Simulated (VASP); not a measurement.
# Hf3SiMo (Pmmm) in VASP: notebook, part 2 of 2

VASP 6.6.1. Earlier steps stand in the parts before.

**4. Relaxation of cell and atoms, PBE**

This run uses another cell than the first one, of 21.99 Å³/atom.

File INCAR:

```
SYSTEM = Hf3SiMo
ALGO     = Fast           ! electronic algorithm
EDIFF    = 1E-7           ! SCF threshold, eV
EDIFFG   = -0.04          ! ionic threshold
ENCUT    = 600            ! plane-wave cutoff, eV
GGA      = PE             ! functional
IBRION   = 2              ! ionic algorithm
ISIF     = 3              ! what is computed and relaxed
ISMEAR   = 0              ! smearing method
LASPH    = .TRUE.         ! aspherical terms in the spheres
LCHARG   = .FALSE.        ! write CHGCAR
LREAL    = .FALSE.        ! projectors in reciprocal space
LWAVE    = .FALSE.        ! write WAVECAR
NELM     = 60             ! most SCF steps
NSW      = 90             ! ionic steps
PREC     = Accurate       ! precision mode
SIGMA    = 0.1            ! smearing width, eV
```

File KPOINTS:

```
k-points
0
G
  4 4 4
  0 0 0
```

File POSCAR:

```
Hf3SiMo
1.0
    4.0148162600      0.0000000000      0.0000000000
    0.0000000000      5.2137631900      0.0000000000
    0.0000000000      0.0000000000      5.2527532600
Hf Si Mo
3 1 1
Direct
    0.5000000000      0.2602399200      0.0000000000
    0.5000000000      0.7397600800      0.0000000000
    0.0000000000      0.0000000000      0.0000000000
    0.5000000000      0.0000000000      0.5000000000
    0.0000000000      0.0000000000      0.5000000000
```

Launch:

```
> cat potpaw_PBE.64/Hf_pv/POTCAR potpaw_PBE.64/Si/POTCAR potpaw_PBE.64/Mo_sv/POTCAR > POTCAR
> mpirun -np 1 vasp_std > vasp.out
```

It took 14 min on 1 thread of AMD EPYC 9R45 (Zen 5), shared host; peak memory 0.27 GiB.

The run converged. Its results:

- Free energy: -39.9886 eV
- Relaxed volume: 29.12 Å³/atom
- Relaxed cell: a = 4.929 Å, b = 6.101 Å, c = 4.842 Å, α = 90.00°, β = 90.00°, γ = 90.00°
- Space group after relaxing (to 0.1 Å): Pmmm (No. 47)
- Energy gained by relaxing: 1206.7 meV/atom
- Ionic steps: 13
- Pressure after relaxing: -0.1 GPa
- Largest force after relaxing: 0.017 eV/Å
- Band gap on the k mesh: zero (bands 24 and 25 overlap by 0.74 eV)

Forces in eV/Å, atoms in the order of the input:
```
Hf   0.000  0.017  0.000
Hf   0.000 -0.017  0.000
Hf   0.000  0.000  0.000
Si   0.000  0.000  0.000
Mo   0.000  0.000  0.000
```

Stress tensor (GPa, compression positive):
```
-0.11  0.00  0.00
 0.00 -0.05  0.00
 0.00  0.00 -0.18
```

Step by step:
```csv
step,energy change (eV),largest force (eV/Å),pressure (GPa),volume (Å³)
1,0.0000,1.7767,33.26,109.95
2,-1.9788,3.3763,-10.53,189.53
3,-5.1130,3.3234,-3.15,143.70
4,-5.1475,3.2284,-2.57,142.28
5,-5.1510,3.1560,-1.99,141.06
6,-5.9620,0.5122,1.35,138.37
7,-5.9686,0.2483,1.86,138.09
8,-5.9685,0.1854,1.99,138.02
9,-6.0139,0.1176,-0.38,144.08
10,-6.0139,0.1161,-0.47,144.34
11,-6.0307,0.0807,-0.04,144.89
12,-6.0321,0.1442,0.12,145.08
13,-6.0336,0.0171,-0.11,145.60
```

Final structure:
```cif
data_structure
_symmetry_space_group_name_H-M 'P 1'
_symmetry_Int_Tables_number 1
_cell_length_a 4.9290
_cell_length_b 6.1007
_cell_length_c 4.8420
_cell_angle_alpha 90.000
_cell_angle_beta 90.000
_cell_angle_gamma 90.000
_cell_volume 145.60
loop_
_atom_site_label
_atom_site_type_symbol
_atom_site_fract_x
_atom_site_fract_y
_atom_site_fract_z
_atom_site_occupancy
Hf1 Hf 0.50000 0.23743 0.00000 1
Hf2 Hf 0.50000 0.76257 0.00000 1
Hf3 Hf 0.00000 0.00000 0.00000 1
Si1 Si 0.50000 0.00000 0.50000 1
Mo1 Mo 0.00000 0.00000 0.50000 1
```

Levels at points of the mesh, in eV from the Fermi level:
```
           k point  band 22  band 23  band 24  band 25  band 26  band 27
(0.00, 0.00, 0.00)    -1.37    -0.88    -0.54     0.55     0.75     1.60
(0.50, 0.00, 0.00)    -0.92    -0.58     0.04     0.11     0.60     1.24
(0.00, 0.50, 0.00)    -1.11    -0.91    -0.61     0.37     0.71     1.03
(0.50, 0.50, 0.00)    -0.48    -0.27    -0.16    -0.10     0.34     0.46
(0.00, 0.00, 0.50)    -0.84    -0.71    -0.03     0.57     0.82     0.86
(0.50, 0.00, 0.50)    -0.60    -0.54    -0.53    -0.39     0.51     0.79
(0.00, 0.50, 0.50)    -0.02     0.04     0.15     0.19     0.67     0.84
(0.50, 0.50, 0.50)    -0.18     0.19     0.35     0.53     0.58     0.84
```

Caveat: the k points lie up to 0.32 Å⁻¹ apart in the final cell, too coarse for converged energies and pressures of a metal; the volume moved by over 15 % at a fixed basis, so the end points are rough; spin-orbit coupling is left out, which moves the levels of the heavy elements.

**5. Single point, PBE**

This run uses another cell than the first one, of 29.16 Å³/atom.

File INCAR:

```
SYSTEM = Hf3SiMo
PREC = Accurate
ENCUT = 520
EDIFF = 1E-6
ISMEAR = 0
SIGMA = 0.1
LREAL = .FALSE.
LASPH = .TRUE.
NELM = 60
ALGO = Fast
ISIF = 2
LWAVE = .FALSE.
LCHARG = .TRUE.
GGA = PE
LELF = .TRUE.
LVHAR = .TRUE.
NBANDS = 32
```

File KPOINTS:

```
Automatic mesh
0
G
  8 8 6
  0 0 0
```

File POSCAR:

```
Hf3SiMo
1.0
    4.9010456281      0.0000000000      0.0000000000
    0.0000000000      4.9342502523      0.0000000000
    0.0000000000      0.0000000000      6.0294811498
Hf Si Mo
3 1 1
Direct
    0.0000000000      0.5000000000      0.2377339963
    0.0000000000      0.5000000000      0.7622660037
    0.0000000000      0.0000000000      0.0000000000
    0.5000000000      0.5000000000      0.0000000000
    0.5000000000      0.0000000000      0.0000000000
```

Potentials or basis: VASP PAW PBE potentials, release 64 (Hf_pv, Si, Mo_sv).

Launch:

```
> cat potpaw_PBE.64/Hf_pv/POTCAR potpaw_PBE.64/Si/POTCAR potpaw_PBE.64/Mo_sv/POTCAR > POTCAR
> mpirun -np 1 vasp_std > vasp.out
```

OUTCAR:

```text
SYSTEM = Hf3SiMo
   PREC = Accurate
   ENCUT = 520
   EDIFF = 1E-6
   ISMEAR = 0
   LREAL = .FALSE.
   LASPH = .TRUE.
   NELM = 60
   ISIF = 2
   GGA = PE

 ion  position               nearest neighbor table
   1  0.000  0.500  0.238-   4 2.84   4 2.84   3 2.85   3 2.85   2 2.87   2 3.16
   2  0.000  0.500  0.762-   4 2.84   4 2.84   3 2.85   3 2.85   1 2.87   1 3.16
   3  0.000  0.000  0.000-   5 2.45   5 2.45   1 2.85   1 2.85   2 2.85   2 2.85   4 3.48   4 3.48
                             4 3.48   4 3.48
   4  0.500  0.500  0.000-   5 2.47   5 2.47   1 2.84   2 2.84   1 2.84   2 2.84   3 3.48   3 3.48
                             3 3.48   3 3.48
   5  0.500  0.000  0.000-   3 2.45   3 2.45   4 2.47   4 2.47

  LATTYP: Found a simple orthorhombic cell.
 ALAT       =     4.9010456281
 B/A-ratio  =     1.0067750082
 C/A-ratio  =     1.2302438311

  Lattice vectors:

 A1 = (   4.9010456281,   0.0000000000,   0.0000000000)
 A2 = (   0.0000000000,   4.9342502523,   0.0000000000)
 A3 = (   0.0000000000,   0.0000000000,   6.0294811498)

Analysis of symmetry for initial positions (statically):
=====================================================================
 Subroutine PRICEL returns:
 Original cell was already a primitive cell.

 Routine SETGRP: Setting up the symmetry group for a
 simple orthorhombic supercell.

 Subroutine GETGRP returns: Found  8 space group operations
 (whereof  8 operations were pure point group operations)
 out of a pool of  8 trial point group operations.

The static configuration has the point symmetry D_2h.

Analysis of symmetry for dynamics (positions and initial velocities):
=====================================================================
 Subroutine PRICEL returns:
 Original cell was already a primitive cell.

 Routine SETGRP: Setting up the symmetry group for a
 simple orthorhombic supercell.

 Subroutine GETGRP returns: Found  8 space group operations
 (whereof  8 operations were pure point group operations)
 out of a pool of  8 trial point group operations.

The dynamic configuration has the point symmetry D_2h.

 Subroutine INISYM returns: Found  8 space group operations
[... 126 lines left out ...]
  Thomas-Fermi vector in A             =   2.267078
   LORBIT       =      0    0 simple, 1 ext, 2 COOP (PROOUT), +10 PAW based schemes
   GGA     = PE    functional components
   LHFCALC =     F    Hartree Fock is set to
   AEXX    =    0.0000 exact exchange contribution
   IVDW    =     0    specifies the selected vdW correction
   LEPSILON=     F    determine dielectric tensor
   LRPA    =     F    only Hartree local field effects (RPA)
 non-spin polarized calculation
 RMM-DIIS sequential band-by-band and
 Gauss-broadening in eV      SIGMA  =   0.10
  energy-cutoff  :      520.00
  volume of cell :      145.81
 maximum number of plane-waves:      3956
   NGX = 19   NGY = 19   NGZ = 23

 number of electron      48.0000003 magnetization

 Free energy of the ion-electron system (eV)
  ---------------------------------------------------
  ext. energy  EPLUGINS =         0.00000000
  ---------------------------------------------------
  free energy    TOTEN  =       -39.95135296 eV

  energy without entropy =      -39.92259800  energy(sigma->0) =      -39.93697548

 E-fermi :   3.1179     XC(G=0):  -9.2155

 val. band max:        3.1156273940   @ k =   0.2500   0.3750   0.0000
 cond. band min:       3.1195014077   @ k =   0.3750   0.2500   0.0000
 fundamental gap:      0.0038740136
 Fermi energy:         3.1178524040

 k-point     1 :       0.0000    0.0000    0.0000
  band No.  band energies     occupation
      1     -57.2496      2.00000
      2     -31.8148      2.00000
      3     -31.4605      2.00000
      4     -31.3713      2.00000
      5     -28.2507      2.00000
      6     -28.1659      2.00000
[... 829 lines left out ...]
     31       5.5895      0.00000
     32       5.9639      0.00000

 [... further k-points ...]

------------------------ aborting loop because EDIFF is reached ----------------------------------------

  FORCE on cell =-STRESS in cart. coord.  units (eV):
  Direction    XX          YY          ZZ          XY          YZ          ZX
  --------------------------------------------------------------------------------------
  -------------------------------------------------------------------------------------
  Total       -0.2745171     -0.1131744     -0.2260840     -0.0000000      0.0000000      0.0000000
  in kB       -3.0164078     -1.2435663     -2.4842232     -0.0000000      0.0000000      0.0000000
  external PRESSURE =      -2.2480658 kB  Pullay stress =       0.0000000 kB

 VOLUME and BASIS-vectors are now :
 -----------------------------------------------------------------------------
  energy-cutoff  :      520.00
  volume of cell :      145.81
      direct lattice vectors                 reciprocal lattice vectors
     4.901045628  0.000000000  0.000000000     0.204038092  0.000000000  0.000000000
     0.000000000  4.934250252  0.000000000     0.000000000  0.202665035  0.000000000
     0.000000000  0.000000000  6.029481150     0.000000000  0.000000000  0.165851750

 POSITION                                       TOTAL-FORCE (eV/Angst)
 -----------------------------------------------------------------------------------
      0.00000      2.46713      1.43341        -0.000000      0.000000     -0.057351
      0.00000      2.46713      4.59607         0.000000      0.000000      0.057351
      0.00000      0.00000      0.00000         0.000000      0.000000      0.000000
      2.45052      2.46713      0.00000         0.000000      0.000000      0.000000
      2.45052      0.00000      0.00000         0.000000      0.000000      0.000000
 -----------------------------------------------------------------------------------
    total drift:                                0.000000     -0.000000     -0.000000

  FREE ENERGIE OF THE ION-ELECTRON SYSTEM (eV)
  ---------------------------------------------------
  free  energy   TOTEN  =       -39.9513529624 eV

  energy  without entropy=      -39.9225979993  energy(sigma->0) =      -39.93697548
```

OSZICAR:

```text
N       E                     dE             d eps       ncg     rms          rms(c)
DAV:   1     0.289193074335E+03    0.28919E+03   -0.26380E+04  7200   0.136E+03
DAV:   2    -0.275096063254E+02   -0.31670E+03   -0.30235E+03  7408   0.357E+02
DAV:   3    -0.431841605566E+02   -0.15675E+02   -0.14597E+02  8856   0.558E+01
[... 12 lines left out ...]
RMM:  16    -0.399513416210E+02   -0.15513E-04   -0.15710E-04  7719   0.170E-02    0.735E-03
RMM:  17    -0.399513477486E+02   -0.61276E-05   -0.64639E-05  7174   0.109E-02    0.569E-03
RMM:  18    -0.399513508487E+02   -0.31001E-05   -0.33461E-05  6244   0.572E-03    0.231E-03
RMM:  19    -0.399513522632E+02   -0.14144E-05   -0.14137E-05  5021   0.324E-03    0.281E-03
RMM:  20    -0.399513529624E+02   -0.69921E-06   -0.70933E-06  3918   0.210E-03
   1 F= -.39951353E+02 E0= -.39936975E+02  d E =-.287550E-01
```

Wall time 4.4 min (1 thread of AMD EPYC 9R45 (Zen 5), shared host); peak memory 0.53 GiB.

Results:

* Free energy: -39.9514 eV
* Pressure: -0.2 GPa
* Largest force: 0.057 eV/Å
* Band gap on the k mesh: zero (bands 24 and 25 overlap by 0.88 eV)

Forces on the atoms (eV/Å):
```
Hf   0.000  0.000 -0.057
Hf   0.000  0.000  0.057
Hf   0.000  0.000  0.000
Si   0.000  0.000  0.000
Mo   0.000  0.000  0.000
```

Stress tensor (GPa, compression positive):
```
-0.30  0.00  0.00
 0.00 -0.12  0.00
 0.00  0.00 -0.25
```

Caveat: spin-orbit coupling is left out, which moves the levels of the heavy elements.

**6. Overview**

```csv
task,cell,k mesh,cutoff (eV),gap on the mesh (eV),pressure (GPa),largest force (eV/Å)
single point,"a = 4.914, b = 6.130, c = 4.850 Å, 5 atoms, atomic positions A",4 × 4 × 4,520,none,-0.2,0.03
single point,"a = 4.015, b = 5.214, c = 5.253 Å, 5 atoms, atomic positions B",4 × 4 × 4,520,none,33.3,1.78
relaxation of cell and atoms,"relaxed from a = 4.015, b = 5.214, c = 5.253 Å, 5 atoms, atomic positions B",4 × 4 × 4,600,none,-0.1,0.02
single point,"a = 4.901, b = 4.934, c = 6.029 Å, 5 atoms, atomic positions C",8 × 8 × 6,520,none,-0.2,0.06
```

Alike in all rows: level PBE; potentials or basis VASP PAW PBE potentials, release 64 (Hf_pv, Si, Mo_sv); no spin polarisation; smearing gaussian 0.1 eV.

Caveats: some runs use coarse meshes; spin-orbit coupling is left out, which moves the levels of the heavy elements; forces of over 1 eV/Å act on the atoms, so gaps and moduli don't describe the material at rest (at least some runs); the volume moved by over 15 % at a fixed basis, so the end points are rough (at least some runs).

Total energies depend on the potentials used, so only differences within one code and one set of settings carry meaning.

The gap in the log of VASP goes by the Fermi energy; the results here count the filled bands.